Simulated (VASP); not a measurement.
# Pt (Fm-3m) in VASP: further runs

The runs below take Pt through single point, with PBEsol.

Everything below comes from runs of VASP 6.6.1. Logs are shortened: lines on timing, memory, paths and dates and some standing lists are left out, and cuts for length are marked.

### Step 1. The cell of the first run

Symmetry: Fm-3m, No. 225, cubic system. Conventional cell: a = 3.957 Å, b = 3.957 Å, c = 3.957 Å, α = 90.00°, β = 90.00°, γ = 90.00°. Within 3.7 Å of Pt (site symmetry m-3m) lie 12 Pt at 2.80 Å.

### Step 2. Single point, PBEsol (equal strain along all axes, cell held: +1.0 %)

File INCAR:

```
SYSTEM = Pt
ALGO = Fast
EDIFF = 1E-6
ENCUT = 520
GGA = PS
ISIF = 2
ISMEAR = 0
LASPH = .TRUE.
LCHARG = .FALSE.
LREAL = .FALSE.
LWAVE = .FALSE.
NBANDS = 17
NELM = 80
PREC = Accurate
SIGMA = 0.1
```

File KPOINTS:

```
k-points
0
G
  18 18 14
  0 0 0
```

File POSCAR:

```
Pt
1.0
    1.9786206489      1.9786206489      0.0000000000
   -1.9786206489      1.9786206489      0.0000000000
    0.0000000000      0.0000000000      3.9572412979
Pt
2
Direct
    0.0000000000      0.0000000000      0.0000000000
    0.5000000000      0.5000000000      0.5000000000
```

Potentials or basis: VASP PAW PBE potentials, release 64 (Pt).

Started as:

```sh
cat potpaw_PBE.64/Pt/POTCAR > POTCAR
mpirun -np 1 vasp_std > vasp.out
```

OUTCAR:

```text
SYSTEM = Pt
   EDIFF = 1E-6
   ENCUT = 520
   GGA = PS
   ISIF = 2
   ISMEAR = 0
   LASPH = .TRUE.
   LREAL = .FALSE.
   NELM = 80
   PREC = Accurate

 ion  position               nearest neighbor table
   1  0.000  0.000  0.000-   2 2.80   2 2.80   2 2.80   2 2.80   2 2.80   2 2.80   2 2.80   2 2.80

   2  0.500  0.500  0.500-   1 2.80   1 2.80   1 2.80   1 2.80   1 2.80   1 2.80   1 2.80   1 2.80

  LATTYP: Found a simple tetragonal cell.
 ALAT       =     2.7981921565
 C/A-ratio  =     1.4142135624

  Lattice vectors:

 A1 = (   1.9786206489,   1.9786206489,   0.0000000000)
 A2 = (  -1.9786206489,   1.9786206489,   0.0000000000)
 A3 = (   0.0000000000,   0.0000000000,   3.9572412979)

Analysis of symmetry for initial positions (statically):
=====================================================================
 Subroutine PRICEL returns following result:

  LATTYP: Found a face centered cubic cell.
 ALAT       =     3.9572412978

  Lattice vectors:

 A1 = (   0.0000000000,  -1.9786206489,  -1.9786206489)
 A2 = (   1.9786206489,   0.0000000000,  -1.9786206490)
 A3 = (   1.9786206489,  -1.9786206489,   0.0000000000)

   2 primitive cells build up your supercell.

 Routine SETGRP: Setting up the symmetry group for a
 simple tetragonal supercell.

 Subroutine GETGRP returns: Found 16 space group operations
 (whereof 16 operations were pure point group operations)
 out of a pool of 16 trial point group operations.

The static configuration has the point symmetry D_4h.

Analysis of symmetry for dynamics (positions and initial velocities):
=====================================================================
 Subroutine PRICEL returns following result:

  LATTYP: Found a face centered cubic cell.
 ALAT       =     3.9572412978

  Lattice vectors:

 A1 = (   0.0000000000,  -1.9786206489,  -1.9786206489)
 A2 = (   1.9786206489,   0.0000000000,  -1.9786206490)
 A3 = (   1.9786206489,  -1.9786206489,   0.0000000000)

   2 primitive cells build up your supercell.

 Routine SETGRP: Setting up the symmetry group for a
 simple tetragonal supercell.

 Subroutine GETGRP returns: Found 16 space group operations
 (whereof 16 operations were pure point group operations)
 out of a pool of 16 trial point group operations.

The dynamic configuration has the point symmetry D_4h.

 Subroutine INISYM returns: Found 16 space group operations
 (whereof 16 operations are pure point group operations),
 and found     2 'primitive' translations

----------------------------------------------------------------------------------------

                                     Primitive cell

  volume of cell :      15.4924

  direct lattice vectors                    reciprocal lattice vectors
     0.000000000 -1.978620649 -1.978620649    -0.252701295 -0.252701295 -0.252701295
     1.978620649  0.000000000 -1.978620649     0.252701295  0.252701295 -0.252701295
     1.978620649 -1.978620649  0.000000000     0.252701295 -0.252701295  0.252701295

  length of vectors
     2.798192157  2.798192157  2.798192156     0.437691482  0.437691482  0.437691482

  position of ions in fractional coordinates (direct lattice)
     0.000000000  0.000000000  0.000000000

  ion indices of the primitive-cell ions
   primitive index   ion index
                 1           1

----------------------------------------------------------------------------------------

 KPOINTS: k-points

Automatic generation of k-mesh.
 Grid dimensions read from file:
 generate k-points for:   18   18   14

 Generating k-lattice:

  Cartesian coordinates                     Fractional coordinates (reciprocal lattice)
     0.014038961  0.014038961  0.000000000     0.055555556  0.000000000  0.000000000
    -0.014038961  0.014038961  0.000000000     0.000000000  0.055555556  0.000000000
     0.000000000  0.000000000  0.018050092     0.000000000  0.000000000  0.071428571

  Length of vectors
     0.019854089  0.019854089  0.018050092

  Shift w.r.t. Gamma in fractional coordinates (k-lattice)
     0.000000000  0.000000000  0.000000000

 Subroutine IBZKPT returns following result:
 ===========================================

 Found    440 irreducible k-points:

 Following reciprocal coordinates:
            Coordinates               Weight
  0.000000  0.000000  0.000000      1.000000
  0.055556  0.000000  0.000000      4.000000
  0.111111  0.000000  0.000000      4.000000
  0.166667  0.000000  0.000000      4.000000
  0.222222  0.000000  0.000000      4.000000
  0.277778  0.000000  0.000000      4.000000
[... 16 lines left out ...]
  0.277778  0.111111  0.000000      8.000000
  0.333333  0.111111  0.000000      8.000000
 [... further k-points ...]
   k-points           NKPTS =    440   k-points in BZ     NKDIM =    440   number of bands    NBANDS=     17
   number of dos      NEDOS =    301   number of ions     NIONS =      2
   total plane-waves  NPLWV =  17280
   dimension x,y,z NGX =    24 NGY =   24 NGZ =   30
   dimension x,y,z NGXF=    48 NGYF=   48 NGZF=   60
   ions per type =               2
   NGX,Y,Z   is equivalent  to a cutoff of  14.26, 14.26, 12.60 a.u.
   NGXF,Y,Z  is equivalent  to a cutoff of  28.52, 28.52, 25.21 a.u.
 SYSTEM =  Pt
   PREC   = accura    normal or accurate (medium, high low for compatibility)
   ISTART =      0    job   : 0-new  1-cont  2-samecut
   ICHARG =      2    charge: 1-file 2-atom 10-const
   ISPIN  =      1    spin polarized calculation?
   LNONCOLLINEAR =      F non collinear calculations
   LSORBIT =      F    spin-orbit coupling
   LASPH  =      T    aspherical Exc in radial PAW
   ENCUT  =  520.0 eV  38.22 Ry    6.18 a.u.   5.20  5.20  7.36*2*pi/ulx,y,z
   NELM   =     80;   NELMIN=  2; NELMDL= -5     # of ELM steps
   EDIFF  = 0.1E-05   stopping-criterion for ELM
   LREAL  =      F    real-space projection
   EDIFFG = 0.1E-04   stopping-criterion for IOM
   NSW    =      0    number of steps for IOM
   IBRION =     -1    ionic relax: 0-MD 1-quasi-New 2-CG
   NFREE  =      0    steps in history (QN), initial steepest desc. (CG)
   ISIF   =      2    stress and relaxation
   ISYM   =      2    0-nonsym 1-usesym 2-fastsym
   POTIM  = 0.5000    time-step for ionic-motion
   TEBEG  =    0.0;   TEEND  =   0.0 temperature during run
   PSTRESS=    0.0 pullay stress
   NELECT =      20.0000    total number of electrons
   NUPDOWN=      -1.0000    fix difference up-down
   EMIN   =  10.00;   EMAX   =-10.00  energy-range for DOS
   EFERMI =   0.00;   METHOD = LEGACY
   ISMEAR =     0;   SIGMA  =   0.10  broadening in eV -4-tet -1-fermi 0-gaus
   EFERMI_NEDOS =   21; number of points for ismear=-14 and -15
   IALGO  =     68    algorithm
   IMIX   =      4    mixing-type and parameters
     AMIX     =   0.40;   BMIX     =  1.00
     AMIX_MAG =   1.60;   BMIX_MAG =  1.00
  volume/ion in A,a.u.               =      15.49       104.55
  Fermi-wavevector in a.u.,A,eV,Ry     =   1.414824  2.673629 27.235133  2.001726
  Thomas-Fermi vector in A             =   2.536326
   LORBIT       =      0    0 simple, 1 ext, 2 COOP (PROOUT), +10 PAW based schemes
   GGA     = PS    functional components
   LHFCALC =     F    Hartree Fock is set to
   AEXX    =    0.0000 exact exchange contribution
   IVDW    =     0    specifies the selected vdW correction
   LEPSILON=     F    determine dielectric tensor
   LRPA    =     F    only Hartree local field effects (RPA)
 non-spin polarized calculation
 RMM-DIIS sequential band-by-band and
 Gauss-broadening in eV      SIGMA  =   0.10
  energy-cutoff  :      520.00
  volume of cell :       30.98
 maximum number of plane-waves:       888
 NGX is ok and might be reduce to    24

 number of electron      20.0000001 magnetization

 Free energy of the ion-electron system (eV)
  ---------------------------------------------------
  ext. energy  EPLUGINS =         0.00000000
  ---------------------------------------------------
  free energy    TOTEN  =       -13.91059028 eV

  energy without entropy =      -13.88987971  energy(sigma->0) =      -13.90023500

 E-fermi :  10.5811     XC(G=0): -13.4696

 val. band max:       10.5760115189   @ k =   0.2778   0.1111   0.0714
 cond. band min:      10.5861612562   @ k =   0.3333   0.1667   0.0000
 fundamental gap:      0.0101497373
 Fermi energy:        10.5810976597

 k-point     1 :       0.0000    0.0000    0.0000
  band No.  band energies     occupation
      1       0.5898      2.00000
      2       3.7703      2.00000
      3       4.2143      2.00000
      4       6.9410      2.00000
      5       6.9412      2.00000
      6       6.9412      2.00000
[... 9 lines left out ...]
     16      25.2792      0.00000
     17      30.0896      0.00000

 k-point     2 :       0.0556    0.0000    0.0000
  band No.  band energies     occupation
      1       0.6709      2.00000
      2       3.8289      2.00000
      3       4.2652      2.00000
      4       6.9006      2.00000
      5       6.9699      2.00000
      6       6.9816      2.00000
[... 9 lines left out ...]
     16      25.4045      0.00000
     17      29.6747      0.00000

 k-point     3 :       0.1111    0.0000    0.0000
  band No.  band energies     occupation
      1       0.9102      2.00000
      2       3.9852      2.00000
      3       4.4278      2.00000
      4       6.7868      2.00000
      5       7.0555      2.00000
      6       7.0925      2.00000
[... 9 lines left out ...]
     16      25.7613      0.00000
     17      28.7404      0.00000

 k-point     4 :       0.1667    0.0000    0.0000
  band No.  band energies     occupation
      1       1.2959      2.00000
      2       4.1955      2.00000
      3       4.7163      2.00000
      4       6.6215      2.00000
      5       7.1960      2.00000
      6       7.2372      2.00000
[... 9 lines left out ...]
     16      26.2885      0.00000
     17      27.6791      0.00000
[... 343 lines left out ...]
      1       2.1004      2.00000
      2       4.6935      2.00000
      3       5.2312      2.00000
      4       6.1451      2.00000
      5       7.5323      2.00000
      6       7.6096      2.00000
[... 9 lines left out ...]
     16      27.0720      0.00000
     17      27.3519      0.00000

 k-point    23 :       0.2778    0.1111    0.0000
  band No.  band energies     occupation
      1       2.6878      2.00000
      2       4.9562      2.00000
      3       5.5840      2.00000
      4       5.9582      2.00000
      5       7.0649      2.00000
      6       7.4097      2.00000
[... 9 lines left out ...]
     16      25.9779      0.00000
     17      27.5115      0.00000

 k-point    24 :       0.3333    0.1111    0.0000
  band No.  band energies     occupation
      1       3.3270      2.00000
      2       5.2407      2.00000
      3       5.8039      2.00000
      4       5.8110      2.00000
      5       6.6025      2.00000
      6       7.1589      2.00000
[... 9 lines left out ...]
     16      25.0557      0.00000
     17      26.8473      0.00000

 [... further k-points ...]
[... 5 lines left out ...]
  --------------------------------------------------------------------------------------
  -------------------------------------------------------------------------------------
  Total       -1.6059301     -1.6059301     -1.6152664      0.0000000     -0.0000000      0.0000000
  in kB      -83.0404363    -83.0404363    -83.5232047      0.0000000     -0.0000000      0.0000000
  external PRESSURE =     -83.2013591 kB  Pullay stress =       0.0000000 kB

 VOLUME and BASIS-vectors are now :
 -----------------------------------------------------------------------------
  energy-cutoff  :      520.00
  volume of cell :       30.98
      direct lattice vectors                 reciprocal lattice vectors
     1.978620649  1.978620649  0.000000000     0.252701295  0.252701295  0.000000000
    -1.978620649  1.978620649  0.000000000    -0.252701295  0.252701295  0.000000000
     0.000000000  0.000000000  3.957241298     0.000000000  0.000000000  0.252701295

 POSITION                                       TOTAL-FORCE (eV/Angst)
 -----------------------------------------------------------------------------------
      0.00000      0.00000      0.00000        -0.000000     -0.000000      0.000000
      0.00000      1.97862      1.97862         0.000000      0.000000     -0.000000
 -----------------------------------------------------------------------------------
    total drift:                               -0.000000      0.000000     -0.000000

  FREE ENERGIE OF THE ION-ELECTRON SYSTEM (eV)
  ---------------------------------------------------
  free  energy   TOTEN  =       -13.9105902793 eV

  energy  without entropy=      -13.8898797147  energy(sigma->0) =      -13.90023500
```

Run time: 4.2 min. Hardware: 1 thread of Intel Xeon 8259CL, shared host; peak memory 0.31 GiB.

Results:

| Item | Value |
| --- | --- |
| Free energy | -13.9106 eV |
| Pressure | -8.3 GPa |
| Band gap on the k mesh | zero (bands 10 and 11 overlap by 1.61 eV) |

Levels at points of the mesh, in eV from the Fermi level:
| k point | band 6 | band 7 | band 8 | band 9 | band 10 | band 11 | band 12 | band 13 | band 14 | band 15 |
| --- | --- | --- | --- | --- | --- | --- | --- | --- | --- | --- |
| (0.00, 0.00, 0.00) | -3.64 | -1.56 | -1.55 | 0.02 | 0.47 | 0.47 | 1.76 | 8.54 | 11.25 | 11.25 |
| (0.50, 0.00, 0.00) | -4.07 | -2.44 | -2.44 | -1.66 | -1.66 | 1.79 | 1.79 | 10.52 | 10.52 | 12.70 |
| (0.50, 0.50, 0.00) | 0.02 | 0.47 | 0.47 | 0.47 | 0.47 | 1.76 | 1.76 | 8.54 | 8.54 | 11.25 |
| (0.00, 0.00, 0.50) | -2.88 | -2.05 | -2.05 | -2.05 | -2.05 | -0.82 | -0.82 | 16.87 | 16.87 | 16.87 |
| (0.50, 0.00, 0.50) | -3.69 | -0.43 | -0.43 | 0.04 | 0.04 | 0.04 | 0.04 | 5.60 | 5.60 | 14.24 |
| (0.50, 0.50, 0.50) | -4.38 | -1.91 | -1.91 | 0.47 | 0.47 | 6.88 | 6.88 | 8.10 | 8.10 | 8.10 |

Caveat: the cell differs from its parent crystal (equal strain along all axes, cell held: +1.0 %); the cell stands under tension; the PAW data sets were made with another functional, which shifts forces and pressure a little; spin-orbit coupling is left out, which moves the levels of the heavy elements.

### Step 3. Single point, PBEsol (equal strain along all axes, cell held: +2.0 %)

File INCAR:

```
SYSTEM = Pt
  PREC = Accurate
  ENCUT = 520
  EDIFF = 1E-6
  ISMEAR = 0
  SIGMA = 0.1
  LREAL = .FALSE.
  LASPH = .TRUE.
  NELM = 80
  ALGO = Fast
  ISIF = 2
  LWAVE = .FALSE.
  LCHARG = .FALSE.
  GGA = PS
  NBANDS = 17
```

File KPOINTS:

```
regular mesh
0
G
  18 18 14
  0 0 0
```

File POSCAR:

```
Pt
1.0
    1.9982109524      1.9982109524      0.0000000000
   -1.9982109524      1.9982109524      0.0000000000
    0.0000000000      0.0000000000      3.9964219048
Pt
2
Direct
    0.0000000000      0.0000000000      0.0000000000
    0.5000000000      0.5000000000      0.5000000000
```

Potentials or basis: VASP PAW PBE potentials, release 64 (Pt).

Started as:

```sh
cat potpaw_PBE.64/Pt/POTCAR > POTCAR
mpirun -np 1 vasp_std > vasp.out
```

It took 4.2 min on 1 thread of Intel Xeon 8259CL, shared host; peak memory 0.31 GiB.

It converged, with:

| Property | Result |
| --- | --- |
| Free energy | -13.8431 eV |
| Pressure | -14.9 GPa |
| Band gap on the k mesh | zero (bands 10 and 11 overlap by 1.52 eV) |

Levels at points of the mesh, in eV from the Fermi level:
```csv
k point,band 8,band 9,band 10,band 11,band 12,band 13
"(0.00, 0.00, 0.00)",-1.48,0.01,0.44,0.44,1.83,8.24
"(0.50, 0.00, 0.00)",-2.32,-1.58,-1.58,1.72,1.72,10.32
"(0.50, 0.50, 0.00)",0.44,0.44,0.44,1.83,1.83,8.24
"(0.00, 0.00, 0.50)",-1.95,-1.95,-1.95,-0.78,-0.78,16.60
"(0.50, 0.00, 0.50)",-0.31,0.04,0.04,0.04,0.04,5.39
"(0.50, 0.50, 0.50)",-1.81,0.44,0.44,6.68,6.68,7.96
```

Caveat: the cell differs from its parent crystal (equal strain along all axes, cell held: +2.0 %); the cell stands under tension; the PAW data sets were made with another functional, which shifts forces and pressure a little; spin-orbit coupling is left out, which moves the levels of the heavy elements.

### Step 4. Single point, PBEsol (equal strain along all axes, cell held: +3.0 %)

File INCAR:

```
SYSTEM = Pt
ALGO = Fast
EDIFF = 1E-7
ENCUT = 520
GGA = PS
ISIF = 2
ISMEAR = 0
LASPH = .TRUE.
LCHARG = .FALSE.
LREAL = .FALSE.
LWAVE = .FALSE.
NBANDS = 17
NELM = 80
PREC = Accurate
SIGMA = 0.1
```

File KPOINTS:

```
k-points
0
G
  18 18 14
  0 0 0
```

File POSCAR:

```
Pt
1.0
    2.0178012559      2.0178012559      0.0000000000
   -2.0178012559      2.0178012559      0.0000000000
    0.0000000000      0.0000000000      4.0356025117
Pt
2
Direct
    0.0000000000      0.0000000000      0.0000000000
    0.5000000000      0.5000000000      0.5000000000
```

Started as:

```sh
cat potpaw_PBE.64/Pt/POTCAR > POTCAR
mpirun -np 1 vasp_std > vasp.out
```

It took 4.3 min on 1 thread of Intel Xeon 8259CL, shared host; peak memory 0.31 GiB.

Results (log left out):

```yaml
Free_energy: -13.7386 eV
Pressure: -20.4 GPa
Band_gap_on_the_k_mesh: zero (bands 10 and 11 overlap by 1.44 eV)
```

Levels at points of the mesh, in eV from the Fermi level:
```
           k point  band 8  band 9  band 10  band 11  band 12  band 13
(0.00, 0.00, 0.00)   -1.41    0.01     0.41     0.41     1.89     7.94
(0.50, 0.00, 0.00)   -2.20   -1.50    -1.50     1.66     1.66    10.13
(0.50, 0.50, 0.00)    0.41    0.41     0.41     1.89     1.89     7.95
(0.00, 0.00, 0.50)   -1.85   -1.85    -1.85    -0.74    -0.74    16.34
(0.50, 0.00, 0.50)   -0.19    0.03     0.03     0.03     0.03     5.18
(0.50, 0.50, 0.50)   -1.71    0.42     0.42     6.49     6.49     7.82
```

Caveat: the cell differs from its parent crystal (equal strain along all axes, cell held: +3.0 %); the cell stands under tension; the PAW data sets were made with another functional, which shifts forces and pressure a little; spin-orbit coupling is left out, which moves the levels of the heavy elements.

### Step 5. Single point, PBEsol

This run uses another cell than the first one: it holds 1 atom, not 2.

File INCAR:

```
SYSTEM = Pt
PREC = Accurate ; ENCUT = 520
EDIFF = 1E-6 ; ISMEAR = 0
SIGMA = 0.15 ; LREAL = .FALSE.
LASPH = .TRUE. ; NELM = 100
ALGO = Fast ; ISIF = 2
LWAVE = .FALSE. ; LCHARG = .FALSE.
GGA = PS ; NBANDS = 11
```

File KPOINTS:

```
regular mesh
0
G
  26 26 26
  0 0 0
```

File POSCAR:

```
Pt
1.0
    0.0000000000      1.9590303455      1.9590303455
    1.9590303455      0.0000000000      1.9590303455
    1.9590303455      1.9590303455      0.0000000000
Pt
1
Direct
    0.0000000000      0.0000000000      0.0000000000
```

Started as:

```sh
cat potpaw_PBE.64/Pt/POTCAR > POTCAR
mpirun -np 1 vasp_std > vasp.out
```

It took 51 s on 1 thread of AMD EPYC 9R45 (Zen 5), shared host; peak memory 0.18 GiB.

Results (log left out):

| Quantity | Value |
| --- | --- |
| Free energy | -6.9740 eV |
| Pressure | -0.3 GPa |
| Band gap on the k mesh | zero (bands 5 and 6 overlap by 2.25 eV) |

Levels at points of the mesh, in eV from the Fermi level:
| k point | band 3 | band 4 | band 5 | band 6 | band 7 | band 8 |
| --- | --- | --- | --- | --- | --- | --- |
| (0.00, 0.00, 0.00) | -3.82 | -3.82 | -1.63 | -1.63 | 14.62 | 19.59 |
| (0.50, 0.00, 0.00) | -3.88 | -0.56 | 0.05 | 0.05 | 5.83 | 14.17 |
| (0.50, 0.50, 0.00) | 0.02 | 0.50 | 0.50 | 1.70 | 8.86 | 11.34 |

Caveat: the PAW data sets were made with another functional, which shifts forces and pressure a little; spin-orbit coupling is left out, which moves the levels of the heavy elements.

(Continued in part 2 of 2.)
